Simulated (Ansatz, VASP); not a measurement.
Sb: VASP beside Ansatz

The input INCAR:

```
SYSTEM = Sb
ALGO     = Normal         ! electronic algorithm
EDIFF    = 1E-6           ! SCF threshold, eV
EDIFFG   = -0.01          ! ionic threshold
ENCUT    = 600            ! plane-wave cutoff, eV
GGA      = CA             ! functional
IBRION   = 2              ! ionic algorithm
ISIF     = 3              ! what is computed and relaxed
ISMEAR   = -1             ! smearing method
LASPH    = .TRUE.         ! aspherical terms in the spheres
LCHARG   = .FALSE.        ! write CHGCAR
LREAL    = .FALSE.        ! projectors in reciprocal space
LWAVE    = .FALSE.        ! write WAVECAR
NELM     = 100            ! most SCF steps
NSW      = 80             ! ionic steps
PREC     = Accurate       ! precision mode
SIGMA    = 0.1            ! smearing width, eV
```

Contents of KPOINTS:

```
k-points
0
G
  11 11 3
  0 0 0
```

The input POSCAR:

```
Sb
1.0
    3.3749600568      0.0000000000      0.0000000000
   -1.6874800284      2.9228011460      0.0000000000
    0.0000000000      0.0000000000     11.0226195456
Sb
4
Direct
    0.0000000000      0.0000000000      0.0000000000
    0.0000000000      0.0000000000      0.5000000000
    0.3333333333      0.6666666667      0.2500000000
    0.6666666667      0.3333333333      0.7500000000
```

Input for Ansatz:

```yaml
crystal:
  lattice:
    - [3.3749600568, 0.0, 0.0]
    - [-1.6874800284, 2.922801146, 0.0]
    - [0.0, 0.0, 11.0226195456]
  atoms:
    - { symbol: Sb, position: [0.0, 0.0, 0.0] }
    - { symbol: Sb, position: [0.0, 0.0, 0.5] }
    - { symbol: Sb, position: [0.3333333333, 0.6666666667, 0.25] }
    - { symbol: Sb, position: [0.6666666667, 0.3333333333, 0.75] }
hamiltonian:
  xc: lda
  pseudopotentials:
    kind: paw
    azcp:
      Sb: "pseudopotentials/Sb.paw.azcp"
basis:
  ecutwfc: 420
  fft_grid_basis: typed
kpoints:
  mp_grid: { grid: [11, 11, 3], shift: [0, 0, 0] }
magnetization:
  spin_polarized: false
scf:
  occupations: { method: fermi_dirac, width: 0.1 }
relax:
  max_steps: 60
  f_tol: 0.01
  cell: {}
```

Alike in both runs: task relaxation of cell and atoms; functional LDA; k mesh 11 × 11 × 3; occupations fermi-dirac, width 0.1 eV; no spin polarisation.

```csv
,VASP,Ansatz
version,VASP 6.6.1,Ansatz 0.2.0
potentials or method,"VASP PAW LDA potentials, release 64 (Sb), cutoff 600 eV","plane waves (420 eV) with PAW, scalar-relativistic"
valence electrons in the cell,20,60
```

```tsv
	VASP	Ansatz	Ansatz less VASP
relaxed volume (Å³/atom)	25.72	25.67	-0.044
relaxed cell length with the largest relative difference (Å)	11.085	11.078	-0.0073
```

Ansatz warns that its potentials were made for another functional, while VASP's fit it. LDA's correlation is that of Perdew and Zunger in VASP and of Perdew and Wang (1992) in Ansatz. VASP's potentials hold 20 valence electrons a cell and Ansatz's 60, so a difference there can come from the potentials and not from the codes.

Neither program's run includes spin-orbit coupling.
